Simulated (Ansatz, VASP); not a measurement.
One calculation of KBaI3, two programs

INCAR

```
SYSTEM = KBaI3
PREC     = Accurate       ! precision mode
ENCUT    = 500            ! plane-wave cutoff, eV
EDIFF    = 1E-6           ! SCF threshold, eV
ISMEAR   = -1             ! smearing method
SIGMA    = 0.02           ! smearing width, eV
LREAL    = .False.        ! projectors in reciprocal space
LASPH    = .True.         ! aspherical terms in the spheres
NELM     = 120            ! most SCF steps
ALGO     = Normal         ! electronic algorithm
ISIF     = 2              ! what is computed and relaxed
LWAVE    = .False.        ! write WAVECAR
LCHARG   = .False.        ! write CHGCAR
GGA      = PE             ! functional
NBANDS   = 28             ! bands
GGA_COMPAT= .False.
```

KPOINTS

```
regular mesh
0
Gamma
  4 4 4
  0 0 0
```

POSCAR

```
KBaI3
1.0
    6.5848066391      0.0000000000      0.0000000000
    0.0000000000      6.5848066391      0.0000000000
    0.0000000000      0.0000000000      6.5848066391
K Ba I
1 1 3
Direct
    0.0000000000      0.0000000000      0.0000000000
    0.5000000000      0.5000000000      0.5000000000
    0.5000000000      0.5000000000      0.0000000000
    0.5000000000      0.0000000000      0.5000000000
    0.0000000000      0.5000000000      0.5000000000
```

Input for Ansatz:

```yaml
crystal:
  lattice:
    - [6.5848066391, 0.0, 0.0]
    - [0.0, 6.5848066391, 0.0]
    - [0.0, 0.0, 6.5848066391]
  atoms:
    - { symbol: K, position: [0.0, 0.0, 0.0] }
    - { symbol: Ba, position: [0.5, 0.5, 0.5] }
    - { symbol: I, position: [0.5, 0.5, 0.0] }
    - { symbol: I, position: [0.5, 0.0, 0.5] }
    - { symbol: I, position: [0.0, 0.5, 0.5] }
kpoints:
  mp_grid: { grid: [4, 4, 4] }
  band_path:
    path: [[0.0, 0.0, 0.0], [0.0, 0.5, 0.0], [0.5, 0.5, 0.0], [0.5, 0.5, 0.5]]
    npoints: 1
hamiltonian:
  xc: pbe
scf:
  occupations: { method: fermi_dirac, width: 0.02 }
  n_extra_bands: 5
output:
  forces: true
  stress: true
  eigenvalues: true
```

Change from the starting cell: hydrostatic strain -2.0%.

Alike in both runs: task single point; functional PBE; k mesh 4 × 4 × 4; occupations fermi-dirac, width 0.02 eV; no spin polarisation.

|  | VASP | Ansatz |
| --- | --- | --- |
| version | VASP 6.6.1 | Ansatz 0.2.0 |
| potentials or method | VASP PAW PBE potentials, release 64 (K_sv, Ba_sv, I) | plane waves, PAW |
| plane-wave cutoff (eV) | 500 | 420 |
| valence electrons in the cell | 40 | 70 |

VASP gave:

- gap on the k mesh at the Fermi level (eV): 3.13
- pressure (GPa): 1.1

**Question.** Estimate Ansatz's values.

**Answer.** gap on the k mesh at the Fermi level (eV): 3.13; pressure (GPa): 0.9.

VASP's potentials hold 40 valence electrons a cell and Ansatz's 70, so a difference there can come from the potentials and not from the codes.

Neither program's run includes spin-orbit coupling.
